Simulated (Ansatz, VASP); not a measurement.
# One calculation of Na, two programs

File INCAR:

```
PREC = Accurate
ENCUT = 520
EDIFF = 1E-6
ISMEAR = -1
SIGMA = 0.1
LREAL = F
LASPH = T
NELM = 60
ALGO = Normal
ISIF = 2
LWAVE = F
LCHARG = T
GGA = B5
ALDAX = 1.0
AGGAX = 1.0
AGGAC = 1.0
ALDAC = 0.0
LELF = T
LVHAR = T
NBANDS = 10
```

Contents of KPOINTS:

```
regular mesh
0
Gamma
  17 17 17
```

File POSCAR:

```
Na
1.0
   -2.0462519102      2.0462519102      2.0462519102
    2.0462519102     -2.0462519102      2.0462519102
    2.0462519102      2.0462519102     -2.0462519102
Na
1
Direct
    0.0000000000      0.0000000000      0.0000000000
```

Input for Ansatz:

```yaml
crystal:
  lattice:
    - [-2.0462518916, 2.0462518916, 2.0462518916]
    - [2.0462518916, -2.0462518916, 2.0462518916]
    - [2.0462518916, 2.0462518916, -2.0462518916]
  atoms:
    - { symbol: Na, position: [0.0, 0.0, 0.0] }
hamiltonian:
  xc: blyp
  pseudopotentials:
    kind: paw
    azcp:
      Na: "pseudopotentials/Na.paw.azcp"
basis:
  ecutwfc: 420
  fft_grid_basis: typed
kpoints:
  mp_grid: { grid: [17, 17, 17], shift: [0, 0, 0] }
magnetization:
  spin_polarized: false
scf:
  occupations: { method: fermi_dirac, width: 0.1 }
output:
  stress: true
```

Alike in both runs: task single point; functional BLYP; k mesh 17 × 17 × 17; occupations fermi-dirac, width 0.1 eV; no spin polarisation.

```csv
,VASP,Ansatz
version,VASP 6.6.1,Ansatz 0.2.0
potentials or method,"VASP PAW PBE potentials, release 64 (Na_pv), cutoff 520 eV","plane waves (420 eV) with PAW, scalar-relativistic"
valence electrons in the cell,7,9
```

```tsv
	VASP	Ansatz	Ansatz less VASP
pressure (GPa)	0.7	0.7	+0.01
```

VASP's potentials were made for PBE, not for BLYP. VASP's potentials hold 7 valence electrons a cell and Ansatz's 9, so a difference there can come from the potentials and not from the codes.
